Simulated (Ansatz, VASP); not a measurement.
## Two plane-wave programs on BN

Contents of INCAR:

```
PREC = Accurate ; ENCUT = 600
EDIFF = 1E-6 ; ISMEAR = 0
SIGMA = 0.05 ; LREAL = False
LASPH = True ; NELM = 120
ALGO = Normal ; ISIF = 2
LWAVE = False ; LCHARG = False
GGA = PE ; NBANDS = 11
GGA_COMPAT = False
```

Contents of KPOINTS:

```
Automatic mesh
0
Gamma
  12 12 12
```

POSCAR

```
BN
1.0
    0.0000000000      1.8123485134      1.7398545729
    1.8123485134      0.0000000000      1.7398545729
    1.8123485134      1.8123485134      0.0000000000
B N
1 1
Direct
    0.0000000000      0.0000000000      0.0000000000
    0.7500000000      0.7500000000      0.7500000000
```

Input for Ansatz:

```yaml
crystal:
  lattice:
    - [0.0, 1.8123485134, 1.7398545729]
    - [1.8123485134, 0.0, 1.7398545729]
    - [1.8123485134, 1.8123485134, 0.0]
  atoms:
    - { symbol: B, position: [0.0, 0.0, 0.0] }
    - { symbol: "N", position: [0.75, 0.75, 0.75] }
basis:
  ecutwfc: 420
kpoints:
  mp_grid: { grid: [12, 12, 12] }
hamiltonian:
  xc: pbe
scf:
  occupations: { method: gaussian, width: 0.05 }
output:
  forces: true
  stress: true
  eigenvalues: true
```

Change from the starting cell: strain +0.000 along x and y, -0.040 along z, atoms carried along.

Alike in both runs: task single point; functional PBE; k mesh 12 × 12 × 12; occupations gaussian, width 0.05 eV; no spin polarisation.

|  | VASP | Ansatz |
| --- | --- | --- |
| version | VASP 6.6.1 | Ansatz 0.2.0 |
| potentials or method | VASP PAW PBE potentials, release 64 (B, N), cutoff 600 eV | scalar-relativistic, plane waves, PAW |
| valence electrons in the cell | 8 | 8 |

Ansatz gave:

```
gap on the k mesh at the Fermi level (eV)                     : 3.78
least direct gap on the mesh (eV)                             : 8.55
pressure (GPa)                                                : 16.3
traceless stress, the component that is largest in VASP (GPa) : 16.24
```

Question: Estimate VASP's values.

Answer: gap on the k mesh at the Fermi level (eV): 3.77; least direct gap on the mesh (eV): 8.54; pressure (GPa): 16.4; traceless stress, the component that is largest in VASP (GPa): 16.25.

The functional is the same, so the differences come from potentials, cutoffs and numerics.
